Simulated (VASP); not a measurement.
A run of VASP 6.6.1 is set up as follows.

The input INCAR:

```
SYSTEM = TiSi2
PREC = Accurate ; ENCUT = 600
EDIFF = 1E-7 ; ISMEAR = -1
SIGMA = 0.05 ; LREAL = .FALSE.
LASPH = .TRUE. ; NELM = 150
ALGO = Normal ; ISIF = 3
LWAVE = .FALSE. ; LCHARG = .FALSE.
LMAXMIX = 4 ; LDAU = .TRUE.
LDAUTYPE = 2 ; LDAUL = 2 -1
LDAUU = 4 0 ; LDAUJ = 0 0
LDAUPRINT = 1 ; GGA = PS
IBRION = 2 ; NSW = 60
EDIFFG = -0.01
```

File KPOINTS:

```
regular mesh
0
G
  12 12 12
  0 0 0
```

The input POSCAR:

```
TiSi2
1.0
   -1.4728720000      1.7121300000      4.2120830000
    1.4728720000     -1.7121300000      4.2120830000
    1.4728720000      1.7121300000     -4.2120830000
Ti Si
1 2
Direct
    0.0000000000      0.0000000000      0.0000000000
    0.6700780000      0.6700780000      0.0000000000
    0.3299220000      0.3299220000      0.0000000000
```

Potentials or basis: VASP PAW PBE potentials, release 64 (Ti_sv, Si).

Launch:

```sh
$ cat potpaw_PBE.64/Ti_sv/POTCAR potpaw_PBE.64/Si/POTCAR > POTCAR
$ mpirun -np 1 vasp_std > vasp.out
```

Question: Predict the space group after relaxing (to 0.1 Å).

Answer: Immm (No. 71).

Question: Estimate the relaxed volume.

Answer: 14.28 Å³/atom.

Question: Estimate the relaxed cell.

Answer: a = 4.783 Å, b = 4.783 Å, c = 4.783 Å, α = 143.81°, β = 138.05°, γ = 56.57°.

Forces on the atoms (eV/Å):
```
Ti   0.000  0.000  0.000
Si   0.000  0.000  0.002
Si   0.000  0.000 -0.002
```

Caveat: the PAW data sets were made with another functional, which shifts forces and pressure a little; U without spin polarisation on a metal has little footing; the U is typed as a test and isn't derived for this compound.
